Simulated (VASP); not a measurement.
## Sr: relaxation of cell and atoms with PBEsol

Crystal: Sr.

```
Sr
1.0
     3.03353    0.00000    0.00000
    -1.51677    2.62711    0.00000
     0.00000    0.00000    2.71362
Sr
1
Direct
  0.00000 0.00000 0.00000
```

This isn't the form of Sr at room conditions, which is fcc.

```json
{
  "Program": "VASP 6.6.1",
  "Task": "relaxation of cell and atoms",
  "Functional": "PBEsol",
  "Potentials or basis": "VASP PAW PBE potentials, release 64 (Sr_sv)",
  "Cutoff": "600 eV",
  "k mesh": "15 × 15 × 14",
  "Occupations": "fermi-dirac, width 0.08 eV",
  "Spin": "no spin polarisation",
  "Target pressure": "36 GPa",
  "Dipole correction": "no",
  "Further INCAR settings": "ALGO = Normal; EDIFF = 1e-07; IBRION = 2; EDIFFG = -0.005; NSW = 32; ISIF = 3"
}
```

```yaml
Relaxed_volume: 21.87 Å³/atom
Relaxed_cell: a = 3.039 Å, b = 3.039 Å, c = 2.735 Å, α = 90.00°, β = 90.00°, γ = 120.00°
Space_group_after_relaxing_to_0.1_Å: P6/mmm (No. 191)
Energy_change_on_relaxing_the_run_minimises_the_enthalpy: -56.5 meV/atom
Ionic_steps: 4
Pressure_after_relaxing: 36.0 GPa
Band_gap_on_the_k_mesh: zero (bands 5 and 6 overlap by 2.94 eV)
```

Step by step:
```tsv
step	energy change (eV)	largest force (eV/Å)	pressure (GPa)	volume (Å³)
1	0.0000	0.0000	37.08	21.63
2	-0.1036	0.0000	35.09	22.08
3	-0.0601	0.0000	35.92	21.89
4	-0.0565	0.0000	36.01	21.87
```

Final structure:
```
Sr
1.0
     3.03887    0.00000    0.00000
    -1.51943    2.63174    0.00000
     0.00000    0.00000    2.73494
Sr
1
Direct
  0.00000 0.00000 0.00000
```

Levels at points of the mesh, in eV from the Fermi level:
```tsv
k point	band 3	band 4	band 5	band 6	band 7	band 8
(0.00, 0.00, 0.00)	-16.77	-16.27	-3.75	-0.28	2.97	2.97
(0.00, 0.00, 0.50)	-16.31	-16.31	-0.05	2.49	4.55	4.55
```

It took 2.2 min on 1 thread of AMD EPYC 7R43 64-Core Processor (Zen 3), on a shared host, peak memory 0.15 GiB.

Caveat: the cell is relaxed towards a set pressure, so the run minimises the enthalpy, not the energy; the PAW data sets were made with another functional, which shifts forces and pressure a little.
